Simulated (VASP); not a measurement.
Runs of VASP 6.6.1 on Hf. The structure is that of space group P6_3/mmc (No. 194), or close to it. The cells are those of the table. 

```csv
task,cell,cutoff (eV),gap on the mesh (eV),pressure (GPa)
single point,"a = 2.370, b = 2.370, c = 4.138 Å, angles 90.0, 90.0, 120.0°, 2 atoms",520,none,333.2
single point,"a = 2.541, b = 2.541, c = 4.397 Å, angles 90.0, 90.0, 120.0°, 2 atoms",520,none,(a)
relaxation of shape and atoms at fixed volume,"relaxed from a = 2.451, b = 2.451, c = 3.868 Å, angles 90.0, 90.0, 120.0°, 2 atoms",600,none,333.1
single point,"a = 2.843, b = 2.843, c = 4.598 Å, angles 90.0, 90.0, 120.0°, 2 atoms",520,none,60.8
relaxation of shape and atoms at fixed volume,"relaxed from a = 2.867, b = 2.867, c = 4.524 Å, angles 90.0, 90.0, 120.0°, 2 atoms",600,none,60.9
```

Alike in all rows: level r2SCAN; potentials or basis VASP PAW PBE potentials, release 64 (Hf_pv); no spin polarisation; k mesh 14 × 14 × 8; smearing fermi-dirac 0.1 eV.

Fill in the values left out.

(a) 170.7.

Caveats: the PAW data sets were made with another functional, which shifts forces and pressure a little; spin-orbit coupling is left out, which moves the levels of the heavy elements.

A k mesh can miss the band edges, and the runs leave out spin-orbit coupling on Hf.

A gap of «none» marks levels without a gap at the run's occupations.
